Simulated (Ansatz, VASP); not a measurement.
W: VASP beside Ansatz

File INCAR:

```
SYSTEM = W
AGGAC = 1.0
AGGAX = 1.0
ALDAC = 0.0
ALDAX = 1.0
ALGO = Normal
EDIFF = 1E-7
ENCUT = 520
GGA = B5
ISIF = 2
ISMEAR = -1
LASPH = .True.
LCHARG = .False.
LREAL = .False.
LWAVE = .False.
NBANDS = 13
NELM = 100
PREC = Accurate
SIGMA = 0.1
```

Contents of KPOINTS:

```
k-points
0
Gamma
  22 22 22
  0 0 0
```

Contents of POSCAR:

```
W
1.0
   -1.6100263885      1.6100263885      1.6100263885
    1.6100263885     -1.6100263885      1.6100263885
    1.6100263885      1.6100263885     -1.6100263885
W
1
Direct
    0.0000000000      0.0000000000      0.0000000000
```

Input for Ansatz:

```yaml
crystal:
  lattice:
    - [-1.6100263885, 1.6100263885, 1.6100263885]
    - [1.6100263885, -1.6100263885, 1.6100263885]
    - [1.6100263885, 1.6100263885, -1.6100263885]
  atoms:
    - { symbol: W, position: [0.0, 0.0, 0.0] }
hamiltonian:
  xc: blyp
  pseudopotentials:
    kind: paw
    azcp:
      W: "pseudopotentials/W.paw.azcp"
basis:
  ecutwfc: 420
  fft_grid_basis: typed
kpoints:
  mp_grid: { grid: [22, 22, 22], shift: [0, 0, 0] }
magnetization:
  spin_polarized: false
scf:
  occupations: { method: fermi_dirac, width: 0.1 }
output:
  stress: true
```

Alike in both runs: task single point; functional BLYP; k mesh 22 × 22 × 22; occupations fermi-dirac, width 0.1 eV; no spin polarisation.

|  | VASP | Ansatz |
| --- | --- | --- |
| version | VASP 6.6.1 | Ansatz 0.2.0 |
| potentials or method | VASP PAW PBE potentials, release 64 (W_sv), cutoff 520 eV | plane waves (420 eV) with PAW, scalar-relativistic |
| valence electrons in the cell | 14 | 14 |

|  | VASP | Ansatz | Ansatz less VASP |
| --- | --- | --- | --- |
| pressure (GPa) | 1.5 | 0.0 | -1.53 |

VASP's potentials were made for PBE, not for BLYP.

Spin-orbit coupling is off throughout.
